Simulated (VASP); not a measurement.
# Al (P4/mmm) in VASP: notebook

Runs on Al. Level: PBE. Tasks: single point, relaxation of cell and atoms.

Everything below comes from runs of VASP 6.6.1. Logs are shortened: lines on timing, memory, paths and dates and some standing lists are left out, and cuts for length are marked.

**1. The cell of the first run**

It takes space group P4/mmm (No. 123, tetragonal). The conventional cell has a = 6.017 Å, b = 6.017 Å, c = 2.493 Å, α = 90.00°, β = 90.00°, γ = 90.00°. Within 3.3 Å of Al (site symmetry m2m) lie 5 Al at 2.49 Å.

**2. Single point, PBE**

Input file INCAR:

```
SYSTEM = Al
PREC = Accurate
ENCUT = 520
EDIFF = 1E-6
ISMEAR = 0
SIGMA = 0.1
LREAL = .FALSE.
LASPH = .TRUE.
NELM = 100
ALGO = Normal
ISIF = 2
LWAVE = .FALSE.
LCHARG = .FALSE.
GGA = PE
NBANDS = 14
```

Input file KPOINTS:

```
regular mesh
0
G
  4 4 8
  0 0 0
```

Input file POSCAR:

```
Al
1.0
    6.0167631900      0.0000000000      0.0000000000
    0.0000000000      6.0167631900      0.0000000000
    0.0000000000      0.0000000000      2.4930007600
Al
4
Direct
    0.2070418300      0.5000000000      0.0000000000
    0.7929581700      0.5000000000      0.0000000000
    0.5000000000      0.2070418300      0.0000000000
    0.5000000000      0.7929581700      0.0000000000
```

Potentials or basis: VASP PAW PBE potentials, release 64 (Al).

On the command line:

```sh
$ cat potpaw_PBE.64/Al/POTCAR > POTCAR
$ mpirun -np 1 vasp_std > vasp.out
```

OUTCAR:

```text
SYSTEM = Al
   PREC = Accurate
   ENCUT = 520
   EDIFF = 1E-6
   ISMEAR = 0
   LREAL = .FALSE.
   LASPH = .TRUE.
   NELM = 100
   ISIF = 2
   GGA = PE

 ion  position               nearest neighbor table
   1  0.207  0.500  0.000-   2 2.49   3 2.49   4 2.49
   2  0.793  0.500  0.000-   1 2.49   3 2.49   4 2.49
   3  0.500  0.207  0.000-   4 2.49   2 2.49   1 2.49
   4  0.500  0.793  0.000-   3 2.49   2 2.49   1 2.49

  LATTYP: Found a simple tetragonal cell.
 ALAT       =     6.0167631900
 C/A-ratio  =     0.4143425096

  Lattice vectors:

 A1 = (   6.0167631900,   0.0000000000,   0.0000000000)
 A2 = (   0.0000000000,   6.0167631900,   0.0000000000)
 A3 = (   0.0000000000,   0.0000000000,   2.4930007600)

Analysis of symmetry for initial positions (statically):
=====================================================================
 Subroutine PRICEL returns:
 Original cell was already a primitive cell.

 Routine SETGRP: Setting up the symmetry group for a
 simple tetragonal supercell.

 Subroutine GETGRP returns: Found 16 space group operations
 (whereof 16 operations were pure point group operations)
 out of a pool of 16 trial point group operations.

The static configuration has the point symmetry D_4h.

Analysis of symmetry for dynamics (positions and initial velocities):
=====================================================================
 Subroutine PRICEL returns:
 Original cell was already a primitive cell.

 Routine SETGRP: Setting up the symmetry group for a
 simple tetragonal supercell.

 Subroutine GETGRP returns: Found 16 space group operations
 (whereof 16 operations were pure point group operations)
 out of a pool of 16 trial point group operations.

The dynamic configuration has the point symmetry D_4h.

 Subroutine INISYM returns: Found 16 space group operations
 (whereof 16 operations are pure point group operations),
 and found     1 'primitive' translations

----------------------------------------------------------------------------------------

                                     Primitive cell

  volume of cell :      90.2502

  direct lattice vectors                    reciprocal lattice vectors
     6.016763190  0.000000000  0.000000000     0.166202320  0.000000000  0.000000000
     0.000000000  6.016763190  0.000000000     0.000000000  0.166202320  0.000000000
     0.000000000  0.000000000  2.493000760     0.000000000  0.000000000  0.401123023

  length of vectors
     6.016763190  6.016763190  2.493000760     0.166202320  0.166202320  0.401123023

  position of ions in fractional coordinates (direct lattice)
     0.207041830  0.500000000  0.000000000
     0.792958170  0.500000000  0.000000000
     0.500000000  0.207041830  0.000000000
     0.500000000  0.792958170  0.000000000

  ion indices of the primitive-cell ions
   primitive index   ion index
                 1           1
                 2           2
                 3           3
                 4           4

----------------------------------------------------------------------------------------

 KPOINTS: regular mesh

Automatic generation of k-mesh.
 Grid dimensions read from file:
 generate k-points for:    4    4    8

 Generating k-lattice:

  Cartesian coordinates                     Fractional coordinates (reciprocal lattice)
     0.041550580  0.000000000  0.000000000     0.250000000  0.000000000  0.000000000
     0.000000000  0.041550580  0.000000000     0.000000000  0.250000000  0.000000000
     0.000000000  0.000000000  0.050140378     0.000000000  0.000000000  0.125000000

  Length of vectors
     0.041550580  0.041550580  0.050140378

  Shift w.r.t. Gamma in fractional coordinates (k-lattice)
     0.000000000  0.000000000  0.000000000

 Subroutine IBZKPT returns following result:
 ===========================================

 Found     30 irreducible k-points:

 Following reciprocal coordinates:
            Coordinates               Weight
  0.000000  0.000000  0.000000      1.000000
  0.250000  0.000000  0.000000      4.000000
  0.500000  0.000000  0.000000      2.000000
  0.250000  0.250000  0.000000      4.000000
  0.500000  0.250000  0.000000      4.000000
  0.500000  0.500000  0.000000      1.000000
[... 16 lines left out ...]
  0.500000  0.250000  0.375000      8.000000
  0.500000  0.500000  0.375000      2.000000
 [... further k-points ...]
   k-points           NKPTS =     30   k-points in BZ     NKDIM =     30   number of bands    NBANDS=     14
   number of dos      NEDOS =    301   number of ions     NIONS =      4
   total plane-waves  NPLWV =  46080
   dimension x,y,z NGX =    48 NGY =   48 NGZ =   20
   dimension x,y,z NGXF=    96 NGYF=   96 NGZF=   40
   ions per type =               4
   NGX,Y,Z   is equivalent  to a cutoff of  13.26, 13.26, 13.34 a.u.
   NGXF,Y,Z  is equivalent  to a cutoff of  26.53, 26.53, 26.67 a.u.
 SYSTEM =  Al
   PREC   = accura    normal or accurate (medium, high low for compatibility)
   ISTART =      0    job   : 0-new  1-cont  2-samecut
   ICHARG =      2    charge: 1-file 2-atom 10-const
   ISPIN  =      1    spin polarized calculation?
   LNONCOLLINEAR =      F non collinear calculations
   LSORBIT =      F    spin-orbit coupling
   LASPH  =      T    aspherical Exc in radial PAW
   ENCUT  =  520.0 eV  38.22 Ry    6.18 a.u.  11.19 11.19  4.64*2*pi/ulx,y,z
   NELM   =    100;   NELMIN=  2; NELMDL= -5     # of ELM steps
   EDIFF  = 0.1E-05   stopping-criterion for ELM
   LREAL  =      F    real-space projection
   EDIFFG = 0.1E-04   stopping-criterion for IOM
   NSW    =      0    number of steps for IOM
   IBRION =     -1    ionic relax: 0-MD 1-quasi-New 2-CG
   NFREE  =      0    steps in history (QN), initial steepest desc. (CG)
   ISIF   =      2    stress and relaxation
   ISYM   =      2    0-nonsym 1-usesym 2-fastsym
   POTIM  = 0.5000    time-step for ionic-motion
   TEBEG  =    0.0;   TEEND  =   0.0 temperature during run
   PSTRESS=    0.0 pullay stress
   NELECT =      12.0000    total number of electrons
   NUPDOWN=      -1.0000    fix difference up-down
   EMIN   =  10.00;   EMAX   =-10.00  energy-range for DOS
   EFERMI =   0.00;   METHOD = LEGACY
   ISMEAR =     0;   SIGMA  =   0.10  broadening in eV -4-tet -1-fermi 0-gaus
   EFERMI_NEDOS =   21; number of points for ismear=-14 and -15
   IALGO  =     38    algorithm
   IMIX   =      4    mixing-type and parameters
     AMIX     =   0.40;   BMIX     =  1.00
     AMIX_MAG =   1.60;   BMIX_MAG =  1.00
  volume/ion in A,a.u.               =      22.56       152.26
  Fermi-wavevector in a.u.,A,eV,Ry     =   0.835576  1.579009  9.499409  0.698187
  Thomas-Fermi vector in A             =   1.949157
   LORBIT       =      0    0 simple, 1 ext, 2 COOP (PROOUT), +10 PAW based schemes
   GGA     = PE    functional components
   LHFCALC =     F    Hartree Fock is set to
   AEXX    =    0.0000 exact exchange contribution
   IVDW    =     0    specifies the selected vdW correction
   LEPSILON=     F    determine dielectric tensor
   LRPA    =     F    only Hartree local field effects (RPA)
 non-spin polarized calculation
 Gauss-broadening in eV      SIGMA  =   0.10
  energy-cutoff  :      520.00
  volume of cell :       90.25
 maximum number of plane-waves:      2457
 NGX is ok and might be reduce to    48
   NGX = 23   NGY = 23   NGZ =  9

 number of electron      12.0000000 magnetization

 Free energy of the ion-electron system (eV)
  ---------------------------------------------------
  ext. energy  EPLUGINS =         0.00000000
  ---------------------------------------------------
  free energy    TOTEN  =       -12.07786997 eV

  energy without entropy =      -12.06909897  energy(sigma->0) =      -12.07348447

 E-fermi :   4.5882     XC(G=0):  -8.4330

 val. band max:        4.5359900013   @ k =   0.2500   0.2500   0.3750
 cond. band min:       4.6052903963   @ k =   0.0000   0.0000   0.5000
 fundamental gap:      0.0693003950
 Fermi energy:         4.5881659157

 k-point     1 :       0.0000    0.0000    0.0000
  band No.  band energies     occupation
      1      -5.4194      2.00000
      2      -1.9533      2.00000
      3      -1.2639      2.00000
      4      -1.2639      2.00000
      5       0.2744      2.00000
      6       2.9648      2.00000
      7       5.0928      0.00000
      8       5.0928      0.00000
      9       7.4123      0.00000
     10      10.2440      0.00000
     11      10.2440      0.00000
     12      10.3798      0.00000
     13      11.3980      0.00000
     14      13.8847      0.00000

 k-point     2 :       0.2500    0.0000    0.0000
  band No.  band energies     occupation
      1      -5.2471      2.00000
      2      -2.9005      2.00000
      3      -1.1886      2.00000
      4      -0.9112      2.00000
      5       1.2961      2.00000
      6       2.3279      2.00000
      7       4.6726      0.23220
      8       6.3077      0.00000
      9       7.2063      0.00000
     10       8.5683      0.00000
     11      10.1140      0.00000
     12      10.9431      0.00000
     13      11.8831      0.00000
     14      13.5356      0.00000

 k-point     3 :       0.5000    0.0000    0.0000
  band No.  band energies     occupation
      1      -4.9943      2.00000
      2      -3.5553      2.00000
      3      -1.1039      2.00000
      4      -0.8196      2.00000
      5       1.8915      2.00000
      6       2.5624      2.00000
      7       4.6786      0.20106
      8       5.1599      0.00000
      9       8.5090      0.00000
     10       8.5364      0.00000
     11       9.8189      0.00000
     12      10.8834      0.00000
     13      10.9944      0.00000
     14      12.0665      0.00000
[... 324 lines left out ...]
 k-point    23 :       0.5000    0.2500    0.3750
  band No.  band energies     occupation
      1      -1.5186      2.00000
      2      -0.2739      2.00000
      3       0.5996      2.00000
      4       3.9122      2.00000
      5       4.2314      2.00000
      6       4.4122      1.98718
      7       5.1958      0.00000
      8       5.8834      0.00000
      9       5.9252      0.00000
     10       7.3385      0.00000
     11       9.2354      0.00000
     12       9.4678      0.00000
     13      10.2883      0.00000
     14      11.0800      0.00000

 k-point    24 :       0.5000    0.5000    0.3750
  band No.  band energies     occupation
      1      -1.1389      2.00000
      2      -0.2393      2.00000
      3      -0.2393      2.00000
      4       4.0921      2.00000
      5       4.2886      1.99998
      6       5.2244      0.00000
      7       5.2244      0.00000
      8       6.0421      0.00000
      9       6.0421      0.00000
     10       6.5172      0.00000
     11       8.8812      0.00000
     12       9.9666      0.00000
     13       9.9710      0.00000
     14      11.7928      0.00000

 [... further k-points ...]

------------------------ aborting loop because EDIFF is reached ----------------------------------------

  FORCE on cell =-STRESS in cart. coord.  units (eV):
  Direction    XX          YY          ZZ          XY          YZ          ZX
  --------------------------------------------------------------------------------------
  -------------------------------------------------------------------------------------
  Total        5.0123992      5.0123992     10.6317263      0.0000000     -0.0000000      0.0000000
  in kB       88.9831927     88.9831927    188.7409428      0.0000000     -0.0000000      0.0000000
  external PRESSURE =     122.2357761 kB  Pullay stress =       0.0000000 kB

 VOLUME and BASIS-vectors are now :
 -----------------------------------------------------------------------------
  energy-cutoff  :      520.00
  volume of cell :       90.25
      direct lattice vectors                 reciprocal lattice vectors
     6.016763190  0.000000000  0.000000000     0.166202320  0.000000000  0.000000000
     0.000000000  6.016763190  0.000000000     0.000000000  0.166202320  0.000000000
     0.000000000  0.000000000  2.493000760     0.000000000  0.000000000  0.401123023

 POSITION                                       TOTAL-FORCE (eV/Angst)
 -----------------------------------------------------------------------------------
      1.24572      3.00838      0.00000        -0.242431      0.000000     -0.000000
      4.77104      3.00838      0.00000         0.242431      0.000000      0.000000
      3.00838      1.24572      0.00000        -0.000000     -0.242431     -0.000000
      3.00838      4.77104      0.00000         0.000000      0.242431      0.000000
 -----------------------------------------------------------------------------------
    total drift:                               -0.000000     -0.000000     -0.000000

  FREE ENERGIE OF THE ION-ELECTRON SYSTEM (eV)
  ---------------------------------------------------
  free  energy   TOTEN  =       -12.0778699690 eV

  energy  without entropy=      -12.0690989664  energy(sigma->0) =      -12.07348447
```

It took 23 s on 1 thread of Intel Xeon Platinum 8559C (Emerald Rapids), shared host; peak memory 0.2 GiB.

What came out:

```yaml
Free_energy: -12.0779 eV
Pressure: 12.2 GPa
Largest_force: 0.242 eV/Å
Band_gap_on_the_k_mesh: zero (band 6 reaches 5.22 eV, above the bottom of band 7 at 3.89 eV)
```

Forces on the atoms (eV/Å):
```
Al  -0.242  0.000  0.000
Al   0.242  0.000  0.000
Al   0.000 -0.242  0.000
Al   0.000  0.242  0.000
```

(Part 1 of 2 ends here.)
